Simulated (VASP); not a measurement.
# Mg (Im-3m) in VASP: further runs, part 2 of 2

VASP 6.6.1. Earlier steps stand in the parts before.

**3. Single point, LDA**

File INCAR:

```
SYSTEM = Mg
  PREC = Accurate
  ENCUT = 520
  EDIFF = 1E-6
  ISMEAR = 0
  SIGMA = 0.1
  LREAL = .FALSE.
  LASPH = .TRUE.
  NELM = 80
  ALGO = Normal
  ISIF = 2
  LWAVE = .FALSE.
  LCHARG = .FALSE.
  NBANDS = 7
```

File KPOINTS:

```
regular mesh
0
G
  20 20 20
  0 0 0
```

File POSCAR:

```
Mg
1.0
   -1.7533115194      1.7533115194      1.7533115194
    1.7533115194     -1.7533115194      1.7533115194
    1.7533115194      1.7533115194     -1.7533115194
Mg
1
Direct
    0.0000000000      0.0000000000      0.0000000000
```

Potentials or basis: VASP PAW LDA potentials, release 64 (Mg).

Run with:

```bash
$ cat potpaw_LDA.64/Mg/POTCAR > POTCAR
$ mpirun -np 1 vasp_std > vasp.out
```

OUTCAR:

```text
SYSTEM = Mg
   PREC = Accurate
   ENCUT = 520
   EDIFF = 1E-6
   ISMEAR = 0
   LREAL = .FALSE.
   LASPH = .TRUE.
   NELM = 80
   ISIF = 2

 ion  position               nearest neighbor table
   1  0.000  0.000  0.000-

  LATTYP: Found a body centered cubic cell.
 ALAT       =     3.5066230388

  Lattice vectors:

 A1 = (  -1.7533115194,   1.7533115194,   1.7533115194)
 A2 = (   1.7533115194,  -1.7533115194,   1.7533115194)
 A3 = (   1.7533115194,   1.7533115194,  -1.7533115194)

Analysis of symmetry for initial positions (statically):
=====================================================================
 Subroutine PRICEL returns:
 Original cell was already a primitive cell.

 Routine SETGRP: Setting up the symmetry group for a
 body centered cubic supercell.

 Subroutine GETGRP returns: Found 48 space group operations
 (whereof 48 operations were pure point group operations)
 out of a pool of 48 trial point group operations.

The static configuration has the point symmetry O_h .

Analysis of symmetry for dynamics (positions and initial velocities):
=====================================================================
[... 152 lines left out ...]
  free energy    TOTEN  =        -1.78324536 eV

  energy without entropy =       -1.78133918  energy(sigma->0) =       -1.78229227

 E-fermi :   2.8597     XC(G=0):  -8.8883

 val. band max:        2.8534094834   @ k =  -0.4000  -0.4000   0.0500
 cond. band min:       2.8601779703   @ k =  -0.4000  -0.4500   0.0500
 fundamental gap:      0.0067684869
 Fermi energy:         2.8597396033

 k-point     1 :       0.0000    0.0000    0.0000
  band No.  band energies     occupation
      1      -4.3873      2.00000
      2      16.1676      0.00000
      3      16.1676      0.00000
      4      16.1676      0.00000
      5      18.3283      0.00000
      6      18.3283      0.00000
      7      18.4983      0.00000
[... 221 lines left out ...]
 k-point    24 :       0.2500    0.1000    0.0000
  band No.  band energies     occupation
      1      -2.0269      2.00000
      2       7.1801      0.00000
      3      10.4960      0.00000
      4      12.8486      0.00000
      5      15.2591      0.00000
      6      17.2780      0.00000
      7      19.1181      0.00000

 [... further k-points ...]
[... 5 lines left out ...]
  --------------------------------------------------------------------------------------
  -------------------------------------------------------------------------------------
  Total       -0.0446704     -0.0446704     -0.0446704     -0.0000000      0.0000000     -0.0000000
  in kB       -3.3196573     -3.3196573     -3.3196573     -0.0000000      0.0000000     -0.0000000
  external PRESSURE =      -3.3196573 kB  Pullay stress =       0.0000000 kB

 VOLUME and BASIS-vectors are now :
 -----------------------------------------------------------------------------
  energy-cutoff  :      520.00
  volume of cell :       21.56
      direct lattice vectors                 reciprocal lattice vectors
    -1.753311519  1.753311519  1.753311519     0.000000000  0.285174651  0.285174651
     1.753311519 -1.753311519  1.753311519     0.285174651  0.000000000  0.285174651
     1.753311519  1.753311519 -1.753311519     0.285174651  0.285174651  0.000000000

 POSITION                                       TOTAL-FORCE (eV/Angst)
 -----------------------------------------------------------------------------------
      0.00000      0.00000      0.00000         0.000000      0.000000      0.000000
 -----------------------------------------------------------------------------------
    total drift:                                0.000000      0.000000      0.000000

  FREE ENERGIE OF THE ION-ELECTRON SYSTEM (eV)
  ---------------------------------------------------
  free  energy   TOTEN  =        -1.7832453589 eV

  energy  without entropy=       -1.7813391798  energy(sigma->0) =       -1.78229227
```

OSZICAR:

```text
N       E                     dE             d eps       ncg     rms          rms(c)
DAV:   1    -0.114903266327E+01   -0.11490E+01   -0.76435E+02  3976   0.190E+02
DAV:   2    -0.179316016134E+01   -0.64413E+00   -0.61378E+00  4830   0.115E+01
DAV:   3    -0.179534234508E+01   -0.21822E-02   -0.21818E-02  4445   0.713E-01
DAV:   4    -0.179534572337E+01   -0.33783E-05   -0.33781E-05  5117   0.222E-02
DAV:   5    -0.179534573351E+01   -0.10144E-07   -0.10650E-07  4599   0.790E-04    0.663E-01
DAV:   6    -0.178854216255E+01    0.68036E-02   -0.33725E-04  4102   0.902E-02    0.421E-01
DAV:   7    -0.178324836793E+01    0.52938E-02   -0.12491E-03  3787   0.167E-01    0.217E-02
DAV:   8    -0.178324579772E+01    0.25702E-05   -0.81572E-06  5530   0.151E-02    0.526E-03
DAV:   9    -0.178324535886E+01    0.43886E-06   -0.35808E-07  3479   0.253E-03
   1 F= -.17832454E+01 E0= -.17822923E+01  d E =-.190618E-02
```

stdout:

```text
POSCAR found type information on POSCAR Mg
 POSCAR found :  1 types and       1 ions
 scaLAPACK will be used
 LDA part: xc-table for (Slater(with rela. corr.)+CA(PZ))
 , standard interpolation
 POSCAR, INCAR and KPOINTS ok, starting setup
 FFT: planning ... GRIDC
 FFT: planning ... GRID_SOFT
 FFT: planning ... GRID
 WAVECAR not read
 entering main loop
```

Run time: 7.2 s. Hardware: 1 thread of Intel Xeon 6975P-C (Granite Rapids), shared host; peak memory 0.15 GiB.

What came out:

| Property | Result |
| --- | --- |
| Free energy | -1.7832 eV |
| Pressure | -0.3 GPa |
| Band gap on the k mesh | zero (band 1 reaches 6.82 eV, above the bottom of band 2 at 1.89 eV) |

Levels at points of the mesh, in eV from the Fermi level:
```tsv
k point	band 1	band 2	band 3	band 4	band 5
(0.00, 0.00, 0.00)	-7.25	13.31	13.31	13.31	15.47
(0.50, 0.00, 0.00)	-1.59	-0.97	8.81	9.64	10.55
(0.50, 0.50, 0.50)	3.96	3.96	3.96	4.05	4.05
```

**4. Relaxation of cell and atoms, LDA, target pressure 100 GPa, at which the enthalpy is minimised**

This run uses another cell than the first one, of 10.94 Å³/atom, 0.507 times its volume.

File INCAR:

```
PREC = Accurate ; ENCUT = 600
EDIFF = 1E-6 ; ISMEAR = 0
SIGMA = 0.1 ; LREAL = F
LASPH = T ; NELM = 100
ALGO = Normal ; ISIF = 3
LWAVE = F ; LCHARG = F
GGA = CA ; IBRION = 2
NSW = 70 ; EDIFFG = -0.004
PSTRESS = 1000.0
```

File KPOINTS:

```
Automatic mesh
0
Gamma
  20 20 20
```

File POSCAR:

```
Mg
1.0
   -1.3983970695      1.3983970695      1.3983970695
    1.3983970695     -1.3983970695      1.3983970695
    1.3983970695      1.3983970695     -1.3983970695
Mg
1
Direct
    0.0000000000      0.0000000000      0.0000000000
```

Run with:

```bash
$ cat potpaw_LDA.64/Mg/POTCAR > POTCAR
$ mpirun -np 1 vasp_std > vasp.out
```

Wall time 8.4 s (1 thread of Intel Xeon 6975P-C (Granite Rapids), shared host); peak memory 0.13 GiB.

Results (log left out):

```yaml
Free_energy: 0.0803 eV
Relaxed_volume: 10.99 Å³/atom
Relaxed_cell: a = 2.426 Å, b = 2.426 Å, c = 2.426 Å, α = 109.47°, β = 109.47°, γ = 109.47°
Space_group_after_relaxing_to_0.05_Å: Im-3m (No. 229)
Energy_change_on_relaxing_the_enthalpy_is_what_falls: -33.6 meV/atom
Ionic_steps: 3
Pressure_after_relaxing: 100.0 GPa
Band_gap_on_the_k_mesh: zero (band 1 reaches 11.58 eV, above the bottom of band 2 at 6.83 eV)
```

The path:
```csv
step,energy change (eV),largest force (eV/Å),pressure (GPa),volume (Å³)
1,0.0000,0.0000,101.69,10.94
2,-0.1133,0.0000,95.99,11.12
3,-0.0336,0.0000,99.99,10.99
```

Final structure:
```cif
data_structure
_symmetry_space_group_name_H-M 'P 1'
_symmetry_Int_Tables_number 1
_cell_length_a 2.4260
_cell_length_b 2.4260
_cell_length_c 2.4260
_cell_angle_alpha 109.471
_cell_angle_beta 109.471
_cell_angle_gamma 109.471
_cell_volume 10.99
loop_
_atom_site_label
_atom_site_type_symbol
_atom_site_fract_x
_atom_site_fract_y
_atom_site_fract_z
_atom_site_occupancy
Mg1 Mg 0.00000 0.00000 0.00000 1
```

Levels at points of the mesh, in eV from the Fermi level:
```tsv
k point	band 1	band 2	band 3	band 4	band 5
(0.00, 0.00, 0.00)	-10.71	18.63	18.63	18.63	21.77
(0.50, 0.00, 0.00)	-2.49	-1.00	11.40	16.09	17.02
(0.50, 0.50, 0.50)	3.75	3.75	7.00	7.00	7.00
```

Caveat: the cell is relaxed towards a set pressure, so the enthalpy falls and the energy may rise.

**5. Relaxation of cell and atoms, LDA, target pressure 75 GPa, at which the enthalpy is minimised**

This run uses another cell than the first one, of 11.88 Å³/atom, 0.551 times its volume.

File INCAR:

```
SYSTEM = Mg
PREC = Accurate ; ENCUT = 600
EDIFF = 1E-7 ; ISMEAR = 0
SIGMA = 0.1 ; LREAL = .False.
LASPH = .True. ; NELM = 80
ALGO = Normal ; ISIF = 3
LWAVE = .False. ; LCHARG = .False.
IBRION = 2 ; NSW = 70
EDIFFG = -0.004 ; PSTRESS = 750.0
```

File KPOINTS:

```
Automatic mesh
0
Gamma
  20 20 20
  0 0 0
```

File POSCAR:

```
Mg
1.0
   -1.4373059141      1.4373059141      1.4373059141
    1.4373059141     -1.4373059141      1.4373059141
    1.4373059141      1.4373059141     -1.4373059141
Mg
1
Direct
    0.0000000000      0.0000000000      0.0000000000
```

Run with:

```bash
$ cat potpaw_LDA.64/Mg/POTCAR > POTCAR
$ mpirun -np 1 vasp_std > vasp.out
```

Run time: 10 s. Hardware: 1 thread of Intel Xeon 6975P-C (Granite Rapids), shared host; peak memory 0.14 GiB.

The run converged. Its results:

| Item | Value |
| --- | --- |
| Free energy | -0.4212 eV |
| Relaxed volume | 11.92 Å³/atom |
| Relaxed cell | a = 2.492 Å, b = 2.492 Å, c = 2.492 Å, α = 109.47°, β = 109.47°, γ = 109.47° |
| Space group after relaxing (to 0.05 Å) | Im-3m (No. 229) |
| Energy change on relaxing (the enthalpy is what falls) | -18.8 meV/atom |
| Ionic steps | 3 |
| Pressure after relaxing | 75.0 GPa |
| Band gap on the k mesh | zero (band 1 reaches 10.92 eV, above the bottom of band 2 at 6.10 eV) |

Step by step:
| step | energy change (eV) | largest force (eV/Å) | pressure (GPa) | volume (Å³) |
| --- | --- | --- | --- | --- |
| 1 | 0.0000 | 0.0000 | 75.92 | 11.88 |
| 2 | -0.0550 | 0.0000 | 73.21 | 12.00 |
| 3 | -0.0188 | 0.0000 | 75.00 | 11.92 |

Final structure:
```
Mg
1.0
    -1.43891    1.43891    1.43891
     1.43891   -1.43891    1.43891
     1.43891    1.43891   -1.43891
Mg
1
Direct
  0.00000 0.00000 0.00000
```

Levels at points of the mesh, in eV from the Fermi level:
| k point | band 1 | band 2 | band 3 | band 4 | band 5 |
| --- | --- | --- | --- | --- | --- |
| (0.00, 0.00, 0.00) | -10.26 | 17.91 | 17.91 | 17.91 | 20.90 |
| (0.50, 0.00, 0.00) | -2.42 | -0.98 | 11.07 | 15.32 | 15.89 |
| (0.50, 0.50, 0.50) | 3.84 | 3.84 | 6.51 | 6.51 | 6.51 |

Caveat: the cell is relaxed towards a set pressure, so the enthalpy falls and the energy may rise.

**6. Summary**

```tsv
task	cell	cutoff (eV)	gap on the mesh (eV)	pressure (GPa)
single point	a = 3.037 Å, angles 109.5°, 1 atom	520	none	-0.3
relaxation of cell and atoms	relaxed to 100 GPa from a = 2.422 Å, angles 109.5°, 1 atom	600	none	100.0
relaxation of cell and atoms	relaxed to 75 GPa from a = 2.489 Å, angles 109.5°, 1 atom	600	none	75.0
```

Alike in all rows: level LDA; potentials or basis VASP PAW LDA potentials, release 64 (Mg); no spin polarisation; k mesh 20 × 20 × 20; smearing gaussian 0.1 eV.

Caveats: the cell is relaxed towards a set pressure, so the enthalpy falls and the energy may rise (some runs).

Absolute energies hang on the potentials; compare differences alone.
